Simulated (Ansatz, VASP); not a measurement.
## One calculation of Be, two programs

```xyz
1
Lattice="2.0820 0.0000 0.0000 0.0000 2.0820 0.0000 0.0000 0.0000 2.0820" Properties=species:S:1:pos:R:3 pbc="T T T"
Be    0.0000    0.0000    0.0000
```

Change from the starting cell: volume scaled by 0.88, LAPW.

Alike in both runs: task single point; functional PBE; k mesh 20 × 20 × 20; occupations fermi-dirac, width 0.1 eV; no spin polarisation.

|  | VASP | Ansatz |
| --- | --- | --- |
| version | VASP 6.6.1 | Ansatz 0.2.0 |
| potentials or method | VASP PAW PBE potentials, release 64 (Be), cutoff 600 eV | all-electron LAPW, scalar-relativistic |

VASP gave:

* pressure (GPa): 12.1

Q: Which values does Ansatz return?

A: Pressure (GPa): 12.0.

Ansatz ran all-electron here, and VASP with PAW potentials.
